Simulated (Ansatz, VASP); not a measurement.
KCl in VASP and in Ansatz

```xyz
2
Lattice="0.0000 3.1907 3.1907 3.1907 0.0000 3.1907 3.1907 3.1907 0.0000" Properties=species:S:1:pos:R:3 pbc="T T T"
K     0.0000    0.0000    0.0000
Cl    3.1907    3.1907    3.1907
```

Alike in both runs: functional PBE; k mesh 6 × 6 × 6; occupations gaussian, width 0.02 eV; no spin polarisation.

Ansatz relaxed the structure, and its values are those at the end. VASP's run is a single point on that final structure, the one shown.

```csv
,VASP,Ansatz
version,VASP 6.6.1,Ansatz 0.2.0
potentials or method,"VASP PAW PBE potentials, release 64 (K_sv, Cl), cutoff 500 eV","scalar-relativistic, plane waves, PAW"
valence electrons in the cell,16,16
```

|  | VASP | Ansatz | Ansatz less VASP |
| --- | --- | --- | --- |
| gap on the k mesh at the Fermi level (eV) | 5.05 | 5.05 | +0.002 |
| least direct gap on the mesh (eV) | 5.05 | 5.05 | +0.002 |
| pressure (GPa) | 0.0 | 0.0 | -0.01 |
